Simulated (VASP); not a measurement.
# BaTiO3 (Cm) in VASP: single point with PBE+U

Aim: the single point of BaTiO3 with PBE+U.

Everything below comes from runs of VASP 6.6.1. Logs are shortened: lines on timing, memory, paths and dates and some standing lists are left out, and cuts for length are marked.

## 1. The cell of the first run

The typed cell holds 5 atoms: a = 4.059 Å, b = 4.059 Å, c = 4.055 Å, α = 90.27°, β = 90.27°, γ = 89.72°.

## 2. Single point, PBE+U

INCAR reads:

```
SYSTEM = BaTiO3
PREC = Accurate
ENCUT = 520
EDIFF = 1E-7
ISMEAR = -1
SIGMA = 0.05
LREAL = .False.
LASPH = .True.
NELM = 150
ALGO = Normal
ISIF = 2
LWAVE = .False.
LCHARG = .False.
LMAXMIX = 4
LDAU = .True.
LDAUTYPE = 2
LDAUL = -1 2 -1
LDAUU = 0 1 0
LDAUJ = 0 0 0
LDAUPRINT = 1
GGA = PE
NBANDS = 28
```

KPOINTS reads:

```
Automatic mesh
0
Gamma
  7 7 7
  0 0 0
```

POSCAR reads:

```
BaTiO3
1.0
    2.8632194413      1.6688334188      2.3436854137
   -2.8631304827      1.6687865800      2.3436098749
    0.0000039158     -3.3188090571      2.3303976648
Ba Ti O
1 1 3
Direct
    0.0046275479      1.0046124709     -0.0128891620
    0.5180568052      0.5180406456      0.4738996818
    0.4886387158      0.4886432152      1.0124385299
    0.4887710025      0.9786244645      0.5026254584
    0.9786059285      0.4887791937      0.5026254818
```

Potentials or basis: VASP PAW PBE potentials, release 64 (Ba_sv, Ti_sv, O).

Command:

```sh
$ cat potpaw_PBE.64/Ba_sv/POTCAR potpaw_PBE.64/Ti_sv/POTCAR potpaw_PBE.64/O/POTCAR > POTCAR
$ mpirun -np 1 vasp_std > vasp.out
```

OUTCAR:

```text
SYSTEM = BaTiO3
   PREC = Accurate
   ENCUT = 520
   EDIFF = 1E-7
   ISMEAR = -1
   LREAL = .False.
   LASPH = .True.
   NELM = 150
   ISIF = 2
   GGA = PE

 ion  position               nearest neighbor table
   1  0.005  0.005  0.987-   3 2.79   4 2.79   5 2.79   4 2.86   5 2.86   3 2.87   5 2.87   3 2.87
                             4 2.87   5 2.97   4 2.97   3 2.97   2 3.44   2 3.48   2 3.48   2 3.48
   2  0.518  0.518  0.474-   5 1.88   4 1.88   3 1.88   3 2.19   4 2.20   5 2.20   1 3.44   1 3.48
                             1 3.48   1 3.48   1 3.54   1 3.54   1 3.54   1 3.63
   3  0.489  0.489  0.012-   2 1.88   2 2.19   1 2.79   1 2.87   1 2.87   1 2.97
   4  0.489  0.979  0.503-   2 1.88   2 2.20   1 2.79   1 2.86   1 2.87   1 2.97
   5  0.979  0.489  0.503-   2 1.88   2 2.20   1 2.79   1 2.86   1 2.87   1 2.97

  LATTYP: Found a triclinic cell.
 ALAT       =     4.0590506116
 B/A-ratio  =     1.4107609076
 C/A-ratio  =     1.7289062978
 COS(alpha) =     0.0000264476
 COS(beta)  =     0.5785067511
 COS(gamma) =     0.7054023913

  Lattice vectors:

 A1 = (  -2.8632194413,  -1.6688334188,  -2.3436854137)
 A2 = (  -5.7263499240,  -0.0000468388,  -0.0000755388)
 A3 = (  -0.0000928744,  -0.0188109417,  -7.0176929534)

Analysis of symmetry for initial positions (statically):
=====================================================================
 Subroutine PRICEL returns:
 Original cell was already a primitive cell.

 Routine SETGRP: Setting up the symmetry group for a
 triclinic supercell.

 Subroutine GETGRP returns: Found  1 space group operations
 (whereof  1 operations were pure point group operations)
 out of a pool of  2 trial point group operations.

The static configuration has the point symmetry C_1 .

Analysis of symmetry for dynamics (positions and initial velocities):
=====================================================================
 Subroutine PRICEL returns:
 Original cell was already a primitive cell.

 Routine SETGRP: Setting up the symmetry group for a
 triclinic supercell.

 Subroutine GETGRP returns: Found  1 space group operations
 (whereof  1 operations were pure point group operations)
 out of a pool of  2 trial point group operations.

The dynamic configuration has the point symmetry C_1 .

 Subroutine INISYM returns: Found  1 space group operations
 (whereof  1 operations are pure point group operations),
 and found     1 'primitive' translations

----------------------------------------------------------------------------------------

                                     Primitive cell

  volume of cell :      66.8100

  direct lattice vectors                    reciprocal lattice vectors
     2.863219441  1.668833419  2.343685414     0.174628619  0.099868977  0.142226962
    -2.863130483  1.668786580  2.343609875    -0.174634005  0.099871805  0.142231577
     0.000003916 -3.318809057  2.330397665    -0.000000244 -0.200876451  0.143035422

  length of vectors
     4.059050612  4.058924988  4.055273953     0.246368577  0.246376206  0.246597812

  position of ions in fractional coordinates (direct lattice)
     0.004627548  0.004612471  0.987110838
     0.518056805  0.518040646  0.473899682
     0.488638716  0.488643215  0.012438530
     0.488771003  0.978624465  0.502625458
     0.978605929  0.488779194  0.502625482

  ion indices of the primitive-cell ions
   primitive index   ion index
                 1           1
                 2           2
                 3           3
                 4           4
                 5           5

----------------------------------------------------------------------------------------

 KPOINTS: Automatic mesh

Automatic generation of k-mesh.
 Grid dimensions read from file:
 generate k-points for:    7    7    7

 Generating k-lattice:

  Cartesian coordinates                     Fractional coordinates (reciprocal lattice)
     0.024946946  0.014266997  0.020318137     0.142857143 -0.000000000 -0.000000000
    -0.024947715  0.014267401  0.020318797     0.000000000  0.142857143  0.000000000
    -0.000000035 -0.028696636  0.020433632     0.000000000  0.000000000  0.142857143

  Length of vectors
     0.035195511  0.035196601  0.035228259

  Shift w.r.t. Gamma in fractional coordinates (k-lattice)
     0.000000000  0.000000000  0.000000000

 Subroutine IBZKPT returns following result:
 ===========================================

 Found    172 irreducible k-points:

 Following reciprocal coordinates:
            Coordinates               Weight
  0.000000  0.000000  0.000000      1.000000
  0.142857  0.000000  0.000000      2.000000
  0.285714  0.000000  0.000000      2.000000
  0.428571  0.000000  0.000000      2.000000
  0.000000  0.142857  0.000000      2.000000
  0.142857  0.142857  0.000000      2.000000
[... 16 lines left out ...]
 -0.428571  0.428571 -0.000000      2.000000
 -0.285714  0.428571  0.000000      2.000000
 [... further k-points ...]
   k-points           NKPTS =    172   k-points in BZ     NKDIM =    172   number of bands    NBANDS=     28
   number of dos      NEDOS =    301   number of ions     NIONS =      5
   total plane-waves  NPLWV =  27000
   dimension x,y,z NGX =    30 NGY =   30 NGZ =   30
   dimension x,y,z NGXF=    60 NGYF=   60 NGZF=   60
   ions per type =               1   1   3
   NGX,Y,Z   is equivalent  to a cutoff of  12.29, 12.29, 12.30 a.u.
   NGXF,Y,Z  is equivalent  to a cutoff of  24.57, 24.57, 24.60 a.u.
 SYSTEM =  BaTiO3
   PREC   = accura    normal or accurate (medium, high low for compatibility)
   ISTART =      0    job   : 0-new  1-cont  2-samecut
   ICHARG =      2    charge: 1-file 2-atom 10-const
   ISPIN  =      1    spin polarized calculation?
   LNONCOLLINEAR =      F non collinear calculations
   LSORBIT =      F    spin-orbit coupling
   LASPH  =      T    aspherical Exc in radial PAW
   ENCUT  =  520.0 eV  38.22 Ry    6.18 a.u.   7.55  7.55  7.54*2*pi/ulx,y,z
   NELM   =    150;   NELMIN=  2; NELMDL= -5     # of ELM steps
   EDIFF  = 0.1E-06   stopping-criterion for ELM
   LREAL  =      F    real-space projection
   EDIFFG = 0.1E-05   stopping-criterion for IOM
   NSW    =      0    number of steps for IOM
   IBRION =     -1    ionic relax: 0-MD 1-quasi-New 2-CG
   NFREE  =      0    steps in history (QN), initial steepest desc. (CG)
   ISIF   =      2    stress and relaxation
   ISYM   =      2    0-nonsym 1-usesym 2-fastsym
   POTIM  = 0.5000    time-step for ionic-motion
   TEBEG  =    0.0;   TEEND  =   0.0 temperature during run
   PSTRESS=    0.0 pullay stress
   NELECT =      40.0000    total number of electrons
   NUPDOWN=      -1.0000    fix difference up-down
   EMIN   =  10.00;   EMAX   =-10.00  energy-range for DOS
   EFERMI =   0.00;   METHOD = LEGACY
   ISMEAR =    -1;   SIGMA  =   0.05  broadening in eV -4-tet -1-fermi 0-gaus
   EFERMI_NEDOS =   21; number of points for ismear=-14 and -15
   IALGO  =     38    algorithm
   IMIX   =      4    mixing-type and parameters
     AMIX     =   0.40;   BMIX     =  1.00
     AMIX_MAG =   1.60;   BMIX_MAG =  1.00
  volume/ion in A,a.u.               =      13.36        90.17
  Fermi-wavevector in a.u.,A,eV,Ry     =   1.379795  2.607434 25.903222  1.903833
  Thomas-Fermi vector in A             =   2.504731
   LORBIT       =      0    0 simple, 1 ext, 2 COOP (PROOUT), +10 PAW based schemes
 LDA+U is selected, type is set to LDAUTYPE =  2
   angular momentum for each species LDAUL =    -1    2   -1
   U (eV)           for each species LDAUU =   0.0  1.0  0.0
   J (eV)           for each species LDAUJ =   0.0  0.0  0.0
   GGA     = PE    functional components
   LHFCALC =     F    Hartree Fock is set to
   AEXX    =    0.0000 exact exchange contribution
   IVDW    =     0    specifies the selected vdW correction
   LEPSILON=     F    determine dielectric tensor
   LRPA    =     F    only Hartree local field effects (RPA)
 non-spin polarized calculation
  energy-cutoff  :      520.00
  volume of cell :       66.81
 maximum number of plane-waves:      1819
 NGX is ok and might be reduce to    30
   NGX = 15   NGY = 15   NGZ = 15

atom =   2  type =  2  l = 2

 onsite density matrix

spin component  1

  0.1603  0.0000 -0.0000  0.0530  0.0000
  0.0000  0.2056 -0.0075  0.0000  0.0587
 -0.0000 -0.0075  0.1298  0.0000 -0.0065
  0.0530  0.0000  0.0000  0.2198  0.0000
  0.0000  0.0587 -0.0065  0.0000  0.1717

spin component  2

  0.1603  0.0000 -0.0000  0.0530  0.0000
  0.0000  0.2056 -0.0075  0.0000  0.0587
 -0.0000 -0.0075  0.1298  0.0000 -0.0065
  0.0530  0.0000  0.0000  0.2198  0.0000
  0.0000  0.0587 -0.0065  0.0000  0.1717

 occupancies and eigenvectors

  o =  0.1273  v = -0.0018  0.5334 -0.3726  0.0011 -0.7593  0.0000  0.0000  0.0000  0.0000  0.0000      0.0000  0.0000  0.0000  0.0000  0.0000  0.0000  0.0000  0.0000  0.0000  0.0000
  o =  0.1273  v =  0.0000  0.0000  0.0000  0.0000  0.0000 -0.0018  0.5334 -0.3726  0.0011 -0.7593      0.0000  0.0000  0.0000  0.0000  0.0000  0.0000  0.0000  0.0000  0.0000  0.0000
  o =  0.1292  v = -0.8627 -0.0062 -0.0155  0.5053  0.0061  0.0000  0.0000  0.0000  0.0000  0.0000      0.0000  0.0000  0.0000  0.0000  0.0000  0.0000  0.0000  0.0000  0.0000  0.0000
  o =  0.1292  v =  0.0000  0.0000  0.0000  0.0000  0.0000 -0.8627 -0.0062 -0.0155  0.5053  0.0061      0.0000  0.0000  0.0000  0.0000  0.0000  0.0000  0.0000  0.0000  0.0000  0.0000
  o =  0.1293  v =  0.0152 -0.2854 -0.9242 -0.0089  0.2530  0.0000  0.0000  0.0000  0.0000  0.0000      0.0000  0.0000  0.0000  0.0000  0.0000  0.0000  0.0000  0.0000  0.0000  0.0000
  o =  0.1293  v =  0.0000  0.0000  0.0000  0.0000  0.0000  0.0152 -0.2854 -0.9242 -0.0089  0.2530      0.0000  0.0000  0.0000  0.0000  0.0000  0.0000  0.0000  0.0000  0.0000  0.0000
  o =  0.2505  v =  0.0000  0.0000  0.0000  0.0000  0.0000  0.0096 -0.7961  0.0818  0.0164 -0.5993      0.0000  0.0000  0.0000  0.0000  0.0000  0.0000  0.0000  0.0000  0.0000  0.0000
  o =  0.2505  v =  0.0096 -0.7961  0.0818  0.0164 -0.5993  0.0000  0.0000  0.0000  0.0000  0.0000      0.0000  0.0000  0.0000  0.0000  0.0000  0.0000  0.0000  0.0000  0.0000  0.0000
  o =  0.2508  v = -0.5053 -0.0151  0.0015 -0.8627 -0.0114  0.0000  0.0000  0.0000  0.0000  0.0000      0.0000  0.0000  0.0000  0.0000  0.0000  0.0000  0.0000  0.0000  0.0000  0.0000
  o =  0.2508  v =  0.0000  0.0000  0.0000  0.0000  0.0000 -0.5053 -0.0151  0.0015 -0.8627 -0.0114      0.0000  0.0000  0.0000  0.0000  0.0000  0.0000  0.0000  0.0000  0.0000  0.0000

 number of electron      40.0000007 magnetization

 Free energy of the ion-electron system (eV)
  ---------------------------------------------------
  ext. energy  EPLUGINS =         0.00000000
  ---------------------------------------------------
  free energy    TOTEN  =       -39.33614704 eV

  energy without entropy =      -39.33614704  energy(sigma->0) =      -39.33614704

 E-fermi :   4.5898     XC(G=0): -11.0207

 val. band max:        3.4261236605   @ k =  -0.4286  -0.4286   0.4286
 cond. band min:       6.0710718623   @ k =   0.0000   0.0000   0.0000
 fundamental gap:      2.6449482018
 Fermi energy:         4.5898358208

 k-point     1 :       0.0000    0.0000    0.0000
  band No.  band energies     occupation
      1     -53.1203      2.00000
      2     -29.3599      2.00000
      3     -29.3545      2.00000
      4     -29.3529      2.00000
      5     -21.4156      2.00000
      6     -13.2525      2.00000
[... 20 lines left out ...]
     27       8.5375      0.00000
     28      10.3912      0.00000

 k-point     2 :       0.1429    0.0000    0.0000
  band No.  band energies     occupation
      1     -53.1202      2.00000
      2     -29.3655      2.00000
      3     -29.3564      2.00000
      4     -29.3528      2.00000
      5     -21.3981      2.00000
      6     -13.2574      2.00000
[... 20 lines left out ...]
     27       8.9033      0.00000
     28      10.8682      0.00000

 k-point     3 :       0.2857    0.0000    0.0000
  band No.  band energies     occupation
      1     -53.1198      2.00000
      2     -29.3825      2.00000
      3     -29.3564      2.00000
      4     -29.3522      2.00000
      5     -21.3582      2.00000
      6     -13.3179      2.00000
[... 616 lines left out ...]
      3     -29.3919      2.00000
      4     -29.3512      2.00000
      5     -21.2641      2.00000
      6     -12.9424      2.00000
[... 20 lines left out ...]
     27      11.3970      0.00000
     28      12.8796      0.00000

 k-point    24 :      -0.2857    0.4286    0.0000
  band No.  band energies     occupation
      1     -53.1191      2.00000
      2     -29.3950      2.00000
      3     -29.3799      2.00000
      4     -29.3517      2.00000
      5     -21.2862      2.00000
      6     -13.1240      2.00000
[... 20 lines left out ...]
     27      11.6382      0.00000
     28      12.1693      0.00000

 [... further k-points ...]

------------------------ aborting loop because EDIFF is reached ----------------------------------------

  FORCE on cell =-STRESS in cart. coord.  units (eV):
  Direction    XX          YY          ZZ          XY          YZ          ZX
  --------------------------------------------------------------------------------------
  -------------------------------------------------------------------------------------
  Total        0.9092297      0.8302125      0.8957777      0.0002414     -0.0307173     -0.0000687
  in kB       21.8043437     19.9094227     21.4817503      0.0057896     -0.7366349     -0.0016479
  external PRESSURE =      21.0651722 kB  Pullay stress =       0.0000000 kB

 VOLUME and BASIS-vectors are now :
 -----------------------------------------------------------------------------
  energy-cutoff  :      520.00
  volume of cell :       66.81
      direct lattice vectors                 reciprocal lattice vectors
     2.863219441  1.668833419  2.343685414     0.174628619  0.099868977  0.142226962
    -2.863130483  1.668786580  2.343609875    -0.174634005  0.099871805  0.142231577
     0.000003916 -3.318809057  2.330397665    -0.000000244 -0.200876451  0.143035422

 POSITION                                       TOTAL-FORCE (eV/Angst)
 -----------------------------------------------------------------------------------
      0.00005     -3.26061      2.32202        -0.000139     -0.041638     -0.015372
      0.00009      0.15627      3.53262        -0.000041     -0.236756     -0.086378
      0.00003      1.58962      2.31939         0.000011      0.130723     -0.075513
     -1.40247      0.78067      4.61036        -0.101345      0.073748      0.088583
      1.40253      0.78068      4.61037         0.101514      0.073924      0.088680
 -----------------------------------------------------------------------------------
    total drift:                                0.000015     -0.000073     -0.000085

  FREE ENERGIE OF THE ION-ELECTRON SYSTEM (eV)
  ---------------------------------------------------
  free  energy   TOTEN  =       -39.3361470441 eV

  energy  without entropy=      -39.3361470441  energy(sigma->0) =      -39.33614704
```

It took 9.2 min on 1 thread of Intel Xeon 8259CL, shared host; peak memory 0.42 GiB.

Results:

```
Free energy            : -39.3361 eV
Pressure               : 2.1 GPa
Largest force          : 0.252 eV/Å
Band gap on the k mesh : 2.65 eV (least direct gap 3.10 eV)
```

Forces on the atoms (eV/Å):
```
Ba   0.000 -0.042 -0.015
Ti   0.000 -0.237 -0.086
O    0.000  0.131 -0.076
O   -0.101  0.074  0.089
O    0.102  0.074  0.089
```

Eigenvalues of the final occupation matrices:
```
    site  spin  trace               eigenvalues
site 2 d     1   0.89  0.13 0.13 0.13 0.25 0.25
site 2 d     2   0.89  0.13 0.13 0.13 0.25 0.25
```

Caveat: spin-orbit coupling is left out, which moves the levels of the heavy elements. A k mesh can miss the band edges.
